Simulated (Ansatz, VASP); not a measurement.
# AlH2: VASP beside Ansatz

INCAR

```
SYSTEM = AlH2
PREC = Accurate
ENCUT = 600
EDIFF = 1E-7
ISMEAR = 0
SIGMA = 0.1
LREAL = .False.
LASPH = .True.
NELM = 80
ALGO = Normal
ISIF = 3
LWAVE = .False.
LCHARG = .False.
GGA = PE
IBRION = 2
NSW = 90
EDIFFG = -0.04
```

File KPOINTS:

```
Automatic mesh
0
Gamma
  6 6 6
  0 0 0
```

The input POSCAR:

```
AlH2
1.0
    3.0567953692      0.0000000000      0.0000000000
   -1.5283976846      2.6472624439      0.0000000000
    0.0000000000      0.0000000000      3.0751018188
Al H
1 2
Direct
    0.0000000000      0.0000000000      0.5000000000
    0.3333333333      0.6666666667      0.2646160718
    0.6666666667      0.3333333333      0.7353839282
```

Input for Ansatz:

```yaml
crystal:
  lattice:
    - [3.0567953692, 0.0, 0.0]
    - [-1.5283976846, 2.6472624439, 0.0]
    - [0.0, 0.0, 3.0751018188]
  atoms:
    - { symbol: Al, position: [0.0, 0.0, 0.5] }
    - { symbol: H, position: [0.3333333333, 0.6666666667, 0.2646160718] }
    - { symbol: H, position: [0.6666666667, 0.3333333333, 0.7353839282] }
basis:
  ecutwfc: 420
kpoints:
  mp_grid: { grid: [6, 6, 6] }
hamiltonian:
  xc: pbe
scf:
  occupations: { method: gaussian, width: 0.1 }
  lower_state_search: "off"
output:
  forces: true
  stress: true
  eigenvalues: true
relax:
  adjacent_minimum: "off"
  f_tol: 0.04
  max_steps: 70
  cell: { stress_tol: 0.4 }
```

Alike in both runs: task relaxation of cell and atoms; functional PBE; k mesh 6 × 6 × 6; occupations gaussian, width 0.1 eV; no spin polarisation.

```csv
,VASP,Ansatz
version,VASP 6.6.1,Ansatz 0.2.0
potentials or method,"VASP PAW PBE potentials, release 64 (Al, H), cutoff 600 eV","scalar-relativistic, plane waves, PAW"
valence electrons in the cell,5,5
```

|  | VASP | Ansatz | Ansatz less VASP |
| --- | --- | --- | --- |
| gap on the k mesh at the Fermi level, each at its own relaxed structure (eV) | none | none | - |
| relaxed volume (Å³/atom) | 8.32 | 8.27 | -0.056 |
| relaxed length of the cell vector where the two differ most in proportion (Å) | 3.072 | 3.042 | -0.0296 |

A gap of «none» marks a metal or a gap that the smearing closes.

The k mesh is coarse, so the values compare programs but aren't converged.
